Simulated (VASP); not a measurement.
A run of VASP 6.6.1:

The input POSCAR:

```
AlCo
1.0
    2.8308719069      0.0000000000      0.0000000000
    0.0000000000      2.8308719069      0.0000000000
    0.0000000000      0.0000000000      2.8308719069
Co Al
1 1
Direct
    0.0000000000      0.0000000000      0.0000000000
    0.5000000000      0.5000000000      0.5000000000
```

File INCAR.step1:

```
SYSTEM = AlCo
  ALGO = Normal
  EDIFF = 1E-5
  ENCUT = 510
  GGA = PE
  GGA_COMPAT = .False.
  ISIF = 2
  ISMEAR = -1
  LASPH = .True.
  LCHARG = .False.
  LREAL = .False.
  LWAVE = .True.
  NBANDS = 17
  NELM = 120
  PREC = Accurate
  SIGMA = 0.1
```

INCAR.step2

```
SYSTEM = AlCo
  ALGO = Normal
  EDIFF = 1E-6
  ENCUT = 510
  GGA = PE
  GGA_COMPAT = .False.
  HFSCREEN = 0.2079
  ISIF = 2
  ISMEAR = -1
  ISTART = 1
  LASPH = .True.
  LCHARG = .False.
  LHFCALC = .True.
  LREAL = .False.
  LWAVE = .False.
  NBANDS = 17
  NELM = 120
  PREC = Accurate
  PRECFOCK = Normal
  SIGMA = 0.1
```

The input KPOINTS:

```
k-points
0
Gamma
  4 4 4
  0 0 0
```

Potentials or basis: VASP PAW PBE potentials, release 64 (Co_sv, Al).

The run is started by

```console
$ cat potpaw_PBE.64/Co_sv/POTCAR potpaw_PBE.64/Al/POTCAR > POTCAR
$ cp INCAR.step1 INCAR
$ mpirun -np 1 vasp_std > vasp.out
$ cp INCAR.step2 INCAR
$ mpirun -np 1 vasp_std > vasp.out
```

Hardware: 1 thread of AMD EPYC 9R45 96-Core Processor (Zen 5), on a shared host.

Estimate the wall time of this run.

It took 3.1 min on 1 thread of AMD EPYC 9R45 96-Core Processor (Zen 5), with other jobs on the host, peak memory 0.21 GiB. Counts: k points 10.
